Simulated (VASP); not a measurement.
# Cu (I4/mmm) in VASP: notebook, part 2 of 2

VASP 6.6.1. Earlier steps stand in the parts before.

## 5. Single point, PBEsol (strain +0.040 along x and y, +0.000 along z)

Input file INCAR:

```
SYSTEM = Cu
PREC = Accurate
ENCUT = 520
EDIFF = 1E-6
ISMEAR = 0
SIGMA = 0.15
LREAL = .False.
LASPH = .True.
NELM = 60
ALGO = Fast
ISIF = 2
LWAVE = .False.
LCHARG = .True.
GGA = PS
LELF = .True.
LVHAR = .True.
NBANDS = 12
```

Input file KPOINTS:

```
regular mesh
0
Gamma
  30 30 30
  0 0 0
```

Input file POSCAR:

```
Cu
1.0
   -1.5028953908      1.5028953908      1.3600072129
    1.5028953908     -1.5028953908      1.3600072129
    1.5028953908      1.5028953908     -1.3600072129
Cu
1
Direct
    0.0000000000      0.0000000000      0.0000000000
```

Potentials or basis: VASP PAW PBE potentials, release 64 (Cu).

Launch:

```console
> cat potpaw_PBE.64/Cu/POTCAR > POTCAR
> mpirun -np 1 vasp_std > vasp.out
```

OUTCAR:

```text
SYSTEM = Cu
   PREC = Accurate
   ENCUT = 520
   EDIFF = 1E-6
   ISMEAR = 0
   LREAL = .False.
   LASPH = .True.
   NELM = 60
   ISIF = 2
   GGA = PS

 ion  position               nearest neighbor table
   1  0.000  0.000  0.000-

  LATTYP: Found a body centered tetragonal cell.
 ALAT       =     3.0057907816
 C/A-ratio  =     0.9049247348

  Lattice vectors:

 A1 = (  -1.5028953908,   1.5028953908,   1.3600072129)
 A2 = (   1.5028953908,  -1.5028953908,   1.3600072129)
 A3 = (   1.5028953908,   1.5028953908,  -1.3600072129)

Analysis of symmetry for initial positions (statically):
=====================================================================
 Subroutine PRICEL returns:
 Original cell was already a primitive cell.

 Routine SETGRP: Setting up the symmetry group for a
 body centered tetragonal supercell.

 Subroutine GETGRP returns: Found 16 space group operations
 (whereof 16 operations were pure point group operations)
 out of a pool of 16 trial point group operations.

The static configuration has the point symmetry D_4h.

Analysis of symmetry for dynamics (positions and initial velocities):
=====================================================================
 Subroutine PRICEL returns:
 Original cell was already a primitive cell.

 Routine SETGRP: Setting up the symmetry group for a
 body centered tetragonal supercell.

 Subroutine GETGRP returns: Found 16 space group operations
 (whereof 16 operations were pure point group operations)
 out of a pool of 16 trial point group operations.

The dynamic configuration has the point symmetry D_4h.

 Subroutine INISYM returns: Found 16 space group operations
 (whereof 16 operations are pure point group operations),
 and found     1 'primitive' translations

----------------------------------------------------------------------------------------

                                     Primitive cell

  volume of cell :      12.2874

  direct lattice vectors                    reciprocal lattice vectors
[... 114 lines left out ...]
   LEPSILON=     F    determine dielectric tensor
   LRPA    =     F    only Hartree local field effects (RPA)
 non-spin polarized calculation
 RMM-DIIS sequential band-by-band and
 Gauss-broadening in eV      SIGMA  =   0.15
  energy-cutoff  :      520.00
  volume of cell :       12.29
 maximum number of plane-waves:       349
   NGX =  9   NGY =  9   NGZ =  9

 number of electron      10.9999987 magnetization

 Free energy of the ion-electron system (eV)
  ---------------------------------------------------
  ext. energy  EPLUGINS =         0.00000000
  ---------------------------------------------------
  free energy    TOTEN  =        -4.24359788 eV

  energy without entropy =       -4.23937608  energy(sigma->0) =       -4.24148698

 E-fermi :   6.9152     XC(G=0): -12.6780

 val. band max:        6.9119455485   @ k =  -0.3667   0.4333   0.1667
 cond. band min:       6.9188103127   @ k =   0.3000   0.1000   0.1000
 fundamental gap:      0.0068647642
 Fermi energy:         6.9151712459

 k-point     1 :       0.0000    0.0000    0.0000
  band No.  band energies     occupation
      1      -2.1635      2.00000
      2       3.7102      2.00000
      3       4.0966      2.00000
      4       4.0966      2.00000
      5       4.6531      2.00000
      6       5.0671      2.00000
      7      30.2217      0.00000
      8      30.2217      0.00000
      9      33.2332      0.00000
     10      33.8353      0.00000
     11      34.2133      0.00000
     12      34.4967      0.00000
[... 331 lines left out ...]
 k-point    24 :       0.2667    0.0333    0.0000
  band No.  band energies     occupation
      1       0.6954      2.00000
      2       3.4320      2.00000
      3       3.9684      2.00000
      4       4.8388      2.00000
      5       4.8704      2.00000
      6       4.9857      2.00000
      7      19.0978      0.00000
      8      25.0635      0.00000
      9      25.4896      0.00000
     10      28.2791      0.00000
     11      30.4899      0.00000
     12      35.7664      0.00000

 [... further k-points ...]

------------------------ aborting loop because EDIFF is reached ----------------------------------------

  FORCE on cell =-STRESS in cart. coord.  units (eV):
  Direction    XX          YY          ZZ          XY          YZ          ZX
  --------------------------------------------------------------------------------------
  -------------------------------------------------------------------------------------
  Total       -0.7616708     -0.7616708     -0.7358951      0.0000000     -0.0000000      0.0000000
  in kB      -99.3159954    -99.3159954    -95.9550417      0.0000000     -0.0000000      0.0000000
  external PRESSURE =     -98.1956775 kB  Pullay stress =       0.0000000 kB

 VOLUME and BASIS-vectors are now :
 -----------------------------------------------------------------------------
  energy-cutoff  :      520.00
  volume of cell :       12.29
      direct lattice vectors                 reciprocal lattice vectors
    -1.502895391  1.502895391  1.360007213     0.000000000  0.332691153  0.367645109
     1.502895391 -1.502895391  1.360007213     0.332691153  0.000000000  0.367645109
     1.502895391  1.502895391 -1.360007213     0.332691153  0.332691153  0.000000000

 POSITION                                       TOTAL-FORCE (eV/Angst)
 -----------------------------------------------------------------------------------
      0.00000      0.00000      0.00000         0.000000      0.000000      0.000000
 -----------------------------------------------------------------------------------
    total drift:                                0.000000     -0.000000      0.000000

  FREE ENERGIE OF THE ION-ELECTRON SYSTEM (eV)
  ---------------------------------------------------
  free  energy   TOTEN  =        -4.2435978794 eV

  energy  without entropy=       -4.2393760788  energy(sigma->0) =       -4.24148698
```

stdout:

```text
POSCAR found type information on POSCAR Cu
 POSCAR found :  1 types and       1 ions
 scaLAPACK will be used
 -----------------------------------------------------------------------------
|                                                                             |
|                                                                             |
|     You enforced a specific xc type in the INCAR file but a different       |
|     I HOPE YOU KNOW WHAT YOU ARE DOING!                                     |
|                                                                             |
 -----------------------------------------------------------------------------

 LDA part: xc-table for (Slater+PW92), standard interpolation
 POSCAR, INCAR and KPOINTS ok, starting setup
 FFT: planning ... GRIDC
 FFT: planning ... GRID_SOFT
 FFT: planning ... GRID
 WAVECAR not read
 entering main loop
WARNING in EDDRMM: call to ZHEGV failed, returncode =   6  3      7
WARNING in EDDRMM: call to ZHEGV failed, returncode =   6  3      9
WARNING in EDDRMM: call to ZHEGV failed, returncode =   6  3      7
WARNING in EDDRMM: call to ZHEGV failed, returncode =   6  3      9
WARNING in EDDRMM: call to ZHEGV failed, returncode =   6  3      9
```

Wall time 5.3 min (1 thread of Intel Xeon 8259CL, shared host); peak memory 0.39 GiB.

What came out:

```
Free energy            : -4.2436 eV
Pressure               : -9.8 GPa
Band gap on the k mesh : zero (an odd number of electrons rules out a gap without spin polarisation)
```

Levels at points of the mesh, in eV from the Fermi level:
| k point | band 4 | band 5 | band 6 | band 7 | band 8 | band 9 |
| --- | --- | --- | --- | --- | --- | --- |
| (0.00, 0.00, 0.00) | -2.82 | -2.26 | -1.85 | 23.31 | 23.31 | 26.32 |
| (0.50, 0.00, 0.00) | -1.72 | -1.34 | -0.23 | 4.53 | 16.18 | 16.37 |
| (0.50, 0.50, 0.00) | -2.01 | -1.37 | -0.97 | 3.46 | 19.01 | 19.06 |
| (0.50, 0.50, 0.50) | -1.52 | -1.42 | 6.81 | 6.81 | 10.59 | 12.37 |

Caveat: the cell differs from its parent crystal (strain +0.040 along x and y, +0.000 along z); the cell stands under tension; the PAW data sets were made with another functional, which shifts forces and pressure a little.

## 6. Overview

```tsv
cell	further INCAR settings	gap on the mesh (eV)	pressure (GPa)
a = 2.425 Å, angles 106.8, 106.8, 114.9°, 1 atom	ALGO = Fast; EDIFF = 1e-06; NBANDS = 12	none	8.7
a = 2.466 Å, angles 104.9, 104.9, 119.0°, 1 atom	ALGO = Fast; EDIFF = 1e-06; NBANDS = 12	none	3.0
a = 2.537 Å, angles 104.1, 104.1, 120.9°, 1 atom	ALGO = Fast; EDIFF = 1e-07; NBANDS = 12	none	-7.2
a = 2.523 Å, angles 106.9, 106.9, 114.8°, 1 atom	ALGO = Fast; EDIFF = 1e-06; NBANDS = 12	none	-9.8
```

Alike in all rows: task single point; level PBEsol; potentials or basis VASP PAW PBE potentials, release 64 (Cu); no spin polarisation; k mesh 30 × 30 × 30; cutoff (eV) 520; smearing gaussian 0.15 eV.

Caveats: the PAW data sets were made with another functional, which shifts forces and pressure a little; the cell stands under tension (at least some runs); the cell stands under pressure (at least some runs).

Absolute energies hang on the potentials; compare differences alone.
